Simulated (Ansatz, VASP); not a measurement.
TePb4Se3: VASP beside Ansatz

```
CELL_PARAMETERS angstrom
4.46928 0.00000 0.00000
0.00000 4.46928 0.00000
0.00000 0.00000 12.61040
ATOMIC_POSITIONS crystal
Te 0.50000 0.50000 0.00000
Pb 0.00000 0.00000 0.00000
Pb 0.50000 0.50000 0.25750
Pb 0.00000 0.00000 0.50000
Pb 0.50000 0.50000 0.74250
Se 0.00000 0.00000 0.25227
Se 0.50000 0.50000 0.50000
Se 0.00000 0.00000 0.74773
```

Alike in both runs: functional PBE; k mesh 8 × 8 × 4; occupations gaussian, width 0.01 eV; no spin polarisation.

Ansatz relaxed the structure, and its values are those at the end. VASP's run is a single point on that final structure, the one shown.

|  | VASP | Ansatz |
| --- | --- | --- |
| version | VASP 6.6.1 | Ansatz 0.2.0 |
| potentials or method | VASP PAW PBE potentials, release 64 (Te, Pb_d, Se), cutoff 520 eV | scalar-relativistic, plane waves, PAW |
| valence electrons in the cell | 80 | 120 |

|  | VASP | Ansatz | Ansatz less VASP |
| --- | --- | --- | --- |
| gap on the k mesh at the Fermi level (eV) | 0.26 | 0.26 | -0.004 |
| least direct gap on the mesh (eV) | 0.26 | 0.26 | -0.004 |
| pressure (GPa) | 0.0 | 0.0 | +0.02 |

VASP's potentials hold 80 valence electrons a cell and Ansatz's 120, so a difference there can come from the potentials and not from the codes.

Neither program's run includes spin-orbit coupling.
